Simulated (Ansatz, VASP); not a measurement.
## Two plane-wave programs on MnO2

```
Mn O
1.0
     4.39600    0.00000    0.00000
     0.00000    4.39600    0.00000
     0.00000    0.00000    2.87100
Mn O
2 4
Direct
  0.00000 0.00000 0.00000
  0.50000 0.50000 0.50000
  0.30200 0.30200 0.00000
  0.19800 0.80200 0.50000
  0.69800 0.69800 0.00000
  0.80200 0.19800 0.50000
```

Alike in both runs: task single point; functional PBEsol; k mesh 4 × 4 × 7; occupations gaussian, width 0.05 eV; collinear spin; Hubbard terms Mn d U = 2.0 eV.

|  | VASP | Ansatz |
| --- | --- | --- |
| version | VASP 6.6.1 | Ansatz 0.2.0 |
| potentials or method | VASP PAW PBE potentials, release 64 (Mn_pv, O), cutoff 520 eV | scalar-relativistic, plane waves, PAW |
| valence electrons in the cell | 50 | 54 |

VASP gave:

```
gap on the k mesh at the Fermi level (eV)                     : 0.09
least direct gap on the mesh (eV)                             : 0.11
pressure (GPa)                                                : -2.3
traceless stress, the component that is largest in VASP (GPa) : -0.79
rms of the force components (eV/Å)                            : 0.218
net moment per atom (μB)                                      : 0.00
size of the moment on the site where the two differ most (μB) : 2.74
```

Task: Which values does Ansatz return?

Result: gap on the k mesh at the Fermi level (eV): 0.10; least direct gap on the mesh (eV): 0.13; pressure (GPa): -3.6; traceless stress, the component that is largest in VASP (GPa): -0.79; rms of the force components (eV/Å): 0.227; net moment per atom (μB): 0.00; size of the moment on the site where the two differ most (μB): 2.40.

VASP's potentials were made for PBE, not for PBEsol. Site moments also hang on the region over which each program counts them. The programs project onto different local orbitals, so the same U acts differently, and such runs can settle in different states. Atom by atom the forces differ by 0.010 eV/Å (rms over components). VASP's potentials hold 50 valence electrons a cell and Ansatz's 54, so a difference there can come from the potentials and not from the codes. Ansatz's warnings: specified occupation not kept, symmetry narrowed by occupation matrices.
